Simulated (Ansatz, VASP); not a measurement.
**One calculation of BaZrO3, two programs**

```xyz
5
Lattice="4.1913 0.0000 0.0000 0.0000 4.1913 0.0000 0.0000 0.0000 4.1913" Properties=species:S:1:pos:R:3 pbc="T T T"
Ba    0.0000    0.0000    0.0000
Zr    2.0957    2.0957    2.0957
O     2.0957    2.0957    0.0000
O     2.0957    0.0000    2.0957
O     0.0000    2.0957    2.0957
```

Alike in both runs: task relaxation of cell and atoms; functional PBEsol; k mesh 6 × 6 × 6; occupations fermi-dirac, width 0.05 eV; no spin polarisation.

|  | VASP | Ansatz |
| --- | --- | --- |
| version | VASP 6.6.1 | Ansatz 0.2.0 |
| potentials or method | VASP PAW PBE potentials, release 64 (Ba_sv, Zr_sv, O) | Ansatz PAW |
| plane-wave cutoff (eV) | 600 | 420 |
| valence electrons in the cell | 40 | 40 |

Ansatz gave:

| Item | Value |
| --- | --- |
| gap on the k mesh at the Fermi level, each at its own relaxed structure (eV) | 3.17 |
| relaxed volume (Å³/atom) | 14.62 |
| relaxed length of the cell vector where the two differ most in proportion (Å) | 4.181 |

Task: Which values does VASP return?

Result: gap on the k mesh at the Fermi level, each at its own relaxed structure (eV): 3.11; relaxed volume (Å³/atom): 14.71; relaxed length of the cell vector where the two differ most in proportion (Å): 4.189.

VASP's potentials were made for PBE, not for PBEsol.

Neither program's run includes spin-orbit coupling. Noted on Ansatz's run: the plane-wave basis is chosen anew once the cell has moved, so the energies of steps on either side of that aren't comparable.
